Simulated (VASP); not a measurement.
Here is a VASP 6.6.1 calculation.

File INCAR:

```
  PREC = Accurate
  ENCUT = 600
  EDIFF = 1E-6
  ISMEAR = 0
  SIGMA = 0.1
  LREAL = False
  LASPH = True
  NELM = 60
  ALGO = Normal
  ISIF = 3
  LWAVE = False
  LCHARG = False
  GGA = PS
  IBRION = 2
  NSW = 100
  EDIFFG = -0.005
```

File KPOINTS:

```
regular mesh
0
Gamma
  18 18 6
```

The input POSCAR:

```
C
1.0
    1.2280479700     -2.1270618200      0.0000000000
    1.2280479700      2.1270618200      0.0000000000
    0.0000000000      0.0000000000      7.1732677600
C
4
Direct
    0.0833794600      0.9166205400      0.7531376000
    0.5833794600      0.4166205400      0.2468624000
    0.9166205400      0.0833794600      0.2468624000
    0.4166205400      0.5833794600      0.7531376000
```

Potentials or basis: VASP PAW PBE potentials, release 64 (C).

Launch:

```sh
$ cat potpaw_PBE.64/C/POTCAR > POTCAR
$ mpirun -np 1 vasp_std > vasp.out
```

Problem. What does it give for the relaxed cell?

Solution. a = 2.460 Å, b = 2.460 Å, c = 7.173 Å, α = 90.00°, β = 90.00°, γ = 119.99°.

Problem. Predict the relaxed volume.

Solution. 9.40 Å³/atom.

Forces in eV/Å, atoms in the order of the input:
```
C    0.000  0.002 -0.004
C    0.000  0.002  0.004
C    0.000 -0.002  0.004
C    0.000 -0.002 -0.004
```

Caveat: this functional lacks dispersion, which binds layers or chains, so the pressure and a relaxed spacing across them are unreliable; the PAW data sets were made with another functional, which shifts forces and pressure a little.
